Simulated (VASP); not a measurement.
# AlP (b) (F-43m) in VASP: single point with PBE

Aim: the single point of AlP (b) with PBE.

All numbers are computed with VASP 6.6.1; they aren't measurements. Logs are shortened: lines on timing, memory, paths and dates and some standing lists are left out, and cuts for length are marked.

## Step 1: The cell of the first run

The structure is cubic, space group F-43m (No. 216). The conventional cell has a = 5.507 Å, b = 5.507 Å, c = 5.507 Å, α = 90.00°, β = 90.00°, γ = 90.00°. Al (site symmetry -43m) has 4 P at 2.38 Å within 3.2 Å. P (site symmetry -43m) has 4 Al at 2.38 Å within 3.2 Å.

## Step 2: Single point, PBE

The input, INCAR:

```
PREC = Accurate
ENCUT = 500
EDIFF = 1E-6
ISMEAR = 0
SIGMA = 0.02
LREAL = False
LASPH = True
NELM = 120
ALGO = Normal
ISIF = 2
LWAVE = False
LCHARG = False
GGA = PE
NBANDS = 11
GGA_COMPAT = False
```

The input, KPOINTS:

```
Automatic mesh
0
Gamma
  8 8 8
```

The input, POSCAR:

```
AlP
1.0
    0.0000000000      2.7536699794      2.7536699794
    2.7536699794      0.0000000000      2.7536699794
    2.7536699794      2.7536699794      0.0000000000
Al P
1 1
Direct
    0.0000000000      0.0000000000      0.0000000000
    0.2500000000      0.2500000000      0.2500000000
```

Potentials or basis: VASP PAW PBE potentials, release 64 (Al, P).

Run with:

```
$ cat potpaw_PBE.64/Al/POTCAR potpaw_PBE.64/P/POTCAR > POTCAR
$ mpirun -np 1 vasp_std > vasp.out
```

OUTCAR:

```text
PREC = Accurate
   ENCUT = 500
   EDIFF = 1E-6
   ISMEAR = 0
   LREAL = False
   LASPH = True
   NELM = 120
   ISIF = 2
   GGA = PE

 ion  position               nearest neighbor table
   1  0.000  0.000  0.000-   2 2.38   2 2.38   2 2.38   2 2.38
   2  0.250  0.250  0.250-   1 2.38   1 2.38   1 2.38   1 2.38

  LATTYP: Found a face centered cubic cell.
 ALAT       =     5.5073399588

  Lattice vectors:

 A1 = (   0.0000000000,   2.7536699794,   2.7536699794)
 A2 = (   2.7536699794,   0.0000000000,   2.7536699794)
 A3 = (   2.7536699794,   2.7536699794,   0.0000000000)

Analysis of symmetry for initial positions (statically):
=====================================================================
 Subroutine PRICEL returns:
 Original cell was already a primitive cell.

 Routine SETGRP: Setting up the symmetry group for a
 face centered cubic supercell.

 Subroutine GETGRP returns: Found 24 space group operations
 (whereof 24 operations were pure point group operations)
 out of a pool of 48 trial point group operations.

The static configuration has the point symmetry T_d .

Analysis of symmetry for dynamics (positions and initial velocities):
=====================================================================
 Subroutine PRICEL returns:
 Original cell was already a primitive cell.

 Routine SETGRP: Setting up the symmetry group for a
 face centered cubic supercell.

 Subroutine GETGRP returns: Found 24 space group operations
 (whereof 24 operations were pure point group operations)
 out of a pool of 48 trial point group operations.

The dynamic configuration has the point symmetry T_d .

 Subroutine INISYM returns: Found 24 space group operations
 (whereof 24 operations are pure point group operations),
 and found     1 'primitive' translations

----------------------------------------------------------------------------------------

                                     Primitive cell

  volume of cell :      41.7605

  direct lattice vectors                    reciprocal lattice vectors
     0.000000000  2.753669979  2.753669979    -0.181575862  0.181575862  0.181575862
     2.753669979  0.000000000  2.753669979     0.181575862 -0.181575862  0.181575862
     2.753669979  2.753669979  0.000000000     0.181575862  0.181575862 -0.181575862

  length of vectors
     3.894277431  3.894277431  3.894277431     0.314498618  0.314498618  0.314498618

  position of ions in fractional coordinates (direct lattice)
     0.000000000  0.000000000  0.000000000
[... 85 lines left out ...]
   ISYM   =      2    0-nonsym 1-usesym 2-fastsym
   POTIM  = 0.5000    time-step for ionic-motion
   TEBEG  =    0.0;   TEEND  =   0.0 temperature during run
   PSTRESS=    0.0 pullay stress
   NELECT =       8.0000    total number of electrons
   NUPDOWN=      -1.0000    fix difference up-down
   EMIN   =  10.00;   EMAX   =-10.00  energy-range for DOS
   EFERMI =   0.00;   METHOD = LEGACY
   ISMEAR =     0;   SIGMA  =   0.02  broadening in eV -4-tet -1-fermi 0-gaus
   EFERMI_NEDOS =   21; number of points for ismear=-14 and -15
   IALGO  =     38    algorithm
   IMIX   =      4    mixing-type and parameters
     AMIX     =   0.40;   BMIX     =  1.00
     AMIX_MAG =   1.60;   BMIX_MAG =  1.00
  volume/ion in A,a.u.               =      20.88       140.91
  Fermi-wavevector in a.u.,A,eV,Ry     =   0.943734  1.783399 12.117810  0.890634
  Thomas-Fermi vector in A             =   2.071470
   LORBIT       =      0    0 simple, 1 ext, 2 COOP (PROOUT), +10 PAW based schemes
   GGA     = PE    functional components
   LHFCALC =     F    Hartree Fock is set to
   AEXX    =    0.0000 exact exchange contribution
   IVDW    =     0    specifies the selected vdW correction
   LEPSILON=     F    determine dielectric tensor
   LRPA    =     F    only Hartree local field effects (RPA)
 non-spin polarized calculation
 Gauss-broadening in eV      SIGMA  =   0.02
  energy-cutoff  :      500.00
  volume of cell :       41.76
 maximum number of plane-waves:      1069
   NGX = 15   NGY = 15   NGZ = 15

 number of electron       8.0000001 magnetization

 Free energy of the ion-electron system (eV)
  ---------------------------------------------------
  ext. energy  EPLUGINS =         0.00000000
  ---------------------------------------------------
  free energy    TOTEN  =       -10.37677443 eV

  energy without entropy =      -10.37677443  energy(sigma->0) =      -10.37677443

 E-fermi :   4.4620     XC(G=0):  -9.1085

 val. band max:        4.3460160169   @ k =   0.0000   0.0000   0.0000
 cond. band min:       5.9756120057   @ k =   0.5000   0.5000   0.0000
 fundamental gap:      1.6295959888
 Fermi energy:         4.4619953019

 k-point     1 :       0.0000    0.0000    0.0000
  band No.  band energies     occupation
      1      -7.0127      2.00000
      2       4.3460      2.00000
      3       4.3460      2.00000
      4       4.3460      2.00000
      5       7.4311      0.00000
      6       8.8711      0.00000
      7       8.8711      0.00000
      8       8.8711      0.00000
      9      13.1511      0.00000
     10      13.1511      0.00000
     11      14.4576      0.00000
[... 309 lines left out ...]
 k-point    24 :      -0.3750    0.2500    0.1250
  band No.  band energies     occupation
      1      -5.0956      2.00000
      2      -0.7275      2.00000
      3       1.8112      2.00000
      4       2.9030      2.00000
      5       8.2651      0.00000
      6       8.8427      0.00000
      7      11.1513      0.00000
      8      11.9663      0.00000
      9      13.2297      0.00000
     10      15.7007      0.00000
     11      16.9062      0.00000

 [... further k-points ...]

------------------------ aborting loop because EDIFF is reached ----------------------------------------

  FORCE on cell =-STRESS in cart. coord.  units (eV):
  Direction    XX          YY          ZZ          XY          YZ          ZX
  --------------------------------------------------------------------------------------
  -------------------------------------------------------------------------------------
  Total       -0.0189072     -0.0189072     -0.0189072      0.0000000      0.0000000      0.0000000
  in kB       -0.7253915     -0.7253915     -0.7253915      0.0000000      0.0000000      0.0000000
  external PRESSURE =      -0.7253915 kB  Pullay stress =       0.0000000 kB

 VOLUME and BASIS-vectors are now :
 -----------------------------------------------------------------------------
  energy-cutoff  :      500.00
  volume of cell :       41.76
      direct lattice vectors                 reciprocal lattice vectors
     0.000000000  2.753669979  2.753669979    -0.181575862  0.181575862  0.181575862
     2.753669979  0.000000000  2.753669979     0.181575862 -0.181575862  0.181575862
     2.753669979  2.753669979  0.000000000     0.181575862  0.181575862 -0.181575862

 POSITION                                       TOTAL-FORCE (eV/Angst)
 -----------------------------------------------------------------------------------
      0.00000      0.00000      0.00000        -0.000000     -0.000000      0.000000
      1.37683      1.37683      1.37683         0.000000      0.000000     -0.000000
 -----------------------------------------------------------------------------------
    total drift:                               -0.000000     -0.000000     -0.000000

  FREE ENERGIE OF THE ION-ELECTRON SYSTEM (eV)
  ---------------------------------------------------
  free  energy   TOTEN  =       -10.3767744325 eV

  energy  without entropy=      -10.3767744325  energy(sigma->0) =      -10.37677443
```

OSZICAR:

```text
N       E                     dE             d eps       ncg     rms          rms(c)
DAV:   1     0.120225181327E+02    0.12023E+02   -0.30375E+03   646   0.539E+02
DAV:   2    -0.970537729650E+01   -0.21728E+02   -0.19955E+02   820   0.858E+01
DAV:   3    -0.107092454620E+02   -0.10039E+01   -0.10020E+01   785   0.180E+01
DAV:   4    -0.107183110081E+02   -0.90655E-02   -0.90648E-02   786   0.211E+00
DAV:   5    -0.107184663251E+02   -0.15532E-03   -0.15532E-03   801   0.259E-01    0.441E+00
DAV:   6    -0.104161595996E+02    0.30231E+00   -0.62419E-01   719   0.291E+00    0.279E+00
DAV:   7    -0.103762165092E+02    0.39943E-01   -0.21112E-01   774   0.186E+00    0.142E+00
DAV:   8    -0.103766914699E+02   -0.47496E-03   -0.15008E-02   738   0.595E-01    0.243E-01
DAV:   9    -0.103766020399E+02    0.89430E-04   -0.74416E-04   766   0.148E-01    0.100E-01
DAV:  10    -0.103767682972E+02   -0.16626E-03   -0.24713E-04   707   0.819E-02    0.126E-02
DAV:  11    -0.103767736208E+02   -0.53235E-05   -0.25526E-05   796   0.229E-02    0.699E-03
DAV:  12    -0.103767744325E+02   -0.81173E-06   -0.15832E-06   744   0.711E-03
   1 F= -.10376774E+02 E0= -.10376774E+02  d E =-.164364E-18
```

Wall time 13 s (1 thread of Intel Xeon 6975P-C, shared host); peak memory 0.15 GiB.

What came out:

```yaml
Free_energy: -10.3768 eV
Pressure: -0.1 GPa
Band_gap_on_the_k_mesh: 1.63 eV, indirect (least direct gap 3.09 eV)
```
